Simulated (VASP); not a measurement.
Runs of VASP 6.6.1 on BN. The structure is that of space group P6_3mc (No. 186), or close to it. The cells are those of the table. 

```tsv
cell	gap on the mesh (eV)	pressure (GPa)	largest force (eV/Å)
a = 2.740, b = 2.740, c = 3.626 Å, angles 90.0, 90.0, 120.0°, 4 atoms	(a)	30.5	3.07
a = 2.503, b = 2.503, c = 4.347 Å, angles 90.0, 90.0, 120.0°, 4 atoms	5.53	2.2	0.11
a = 2.464, b = 2.464, c = 4.484 Å, angles 90.0, 90.0, 120.0°, 4 atoms	(c)	5.4	0.40
a = 2.331, b = 2.331, c = 5.012 Å, angles 90.0, 90.0, 120.0°, 4 atoms	0.67	31.8	2.54
a = 2.686, b = 2.686, c = 3.776 Å, angles 90.0, 90.0, 120.0°, 4 atoms	5.45	(b)	1.52
```

Alike in all rows: task single point; level r2SCAN; potentials or basis VASP PAW PBE potentials, release 64 (B, N); no spin polarisation; k mesh 12 × 12 × 6; cutoff (eV) 520; smearing gaussian 0.05 eV.

Task: Estimate the missing entries.

Result: (a) 4.75; (b) 16.5; (c) 5.32.

Caveats: the PAW data sets were made with another functional, which shifts forces and pressure a little; the cell stands under pressure (at least some runs).

A k mesh can miss the band edges.
